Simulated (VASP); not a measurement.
**Au: single point with LDA**

Crystal: Au.

```
CELL_PARAMETERS angstrom
0.00000 2.02296 2.02296
2.02296 0.00000 2.02296
2.02296 2.02296 0.00000
ATOMIC_POSITIONS crystal
Au 0.00000 0.00000 0.00000
```

```yaml
Program: VASP 6.6.1
Task: single point
Functional: LDA
Potentials_or_basis: VASP PAW LDA potentials, release 64 (Au)
Cutoff: 520 eV
k_mesh: 13 × 13 × 13
Occupations: gaussian, width 0.3 eV
Spin: no spin polarisation
```

```yaml
Pressure: 0.6 GPa
```

Levels at points of the mesh, in eV from the Fermi level:
| k point | band 3 | band 4 | band 5 | band 6 | band 7 | band 8 | band 9 | band 10 |
| --- | --- | --- | --- | --- | --- | --- | --- | --- |
| (0.00, 0.00, 0.00) | -4.94 | -4.94 | -3.32 | -3.32 | 14.38 | 18.50 | 18.50 | 18.50 |

Wall time 6.3 s on 1 thread of Intel(R) Xeon(R) Platinum 8488C (Sapphire Rapids) (shared host), peak memory 0.14 GiB.

Caveat: spin-orbit coupling is left out, which moves the levels of the heavy elements.
